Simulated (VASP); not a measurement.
Here is a VASP 6.6.1 calculation.

The input INCAR:

```
PREC = Accurate ; ENCUT = 520
EDIFF = 1E-6 ; ISMEAR = 0
SIGMA = 0.1 ; LREAL = False
LASPH = True ; NELM = 60
ALGO = Normal ; ISIF = 2
LWAVE = False ; LCHARG = False
GGA = PE ; NBANDS = 34
```

The input KPOINTS:

```
regular mesh
0
Gamma
  3 3 4
```

Contents of POSCAR:

```
Ba2SiIr3
1.0
    5.4185558876      0.0000000000      0.0000000000
   -2.7092779438      4.6926070505      0.0000000000
    0.0000000000      0.0000000000      5.7841167913
Ba Si Ir
2 1 3
Direct
    0.3333333333      0.6666666667      0.0000000000
    0.6666666667      0.3333333333      0.0000000000
    0.0000000000      0.0000000000      0.0000000000
    0.5000000000      0.0000000000      0.5000000000
    0.5000000000      0.5000000000      0.5000000000
    0.0000000000      0.5000000000      0.5000000000
```

Potentials or basis: VASP PAW PBE potentials, release 64 (Ba_sv, Si, Ir).

Launch:

```bash
$ cat potpaw_PBE.64/Ba_sv/POTCAR potpaw_PBE.64/Si/POTCAR potpaw_PBE.64/Ir/POTCAR > POTCAR
$ mpirun -np 1 vasp_std > vasp.out
```

Estimate the pressure.

1.4 GPa.

Estimate the band gap on the k mesh.

zero (an odd number of electrons rules out a gap without spin polarisation).

Stress tensor (GPa, compression positive):
```
1.23 0.00 0.00
0.00 1.23 0.00
0.00 0.00 1.86
```

Caveat: the k points lie up to 0.45 Å⁻¹ apart, too coarse for converged energies and pressures of a metal; spin-orbit coupling is left out, which moves the levels of the heavy elements.
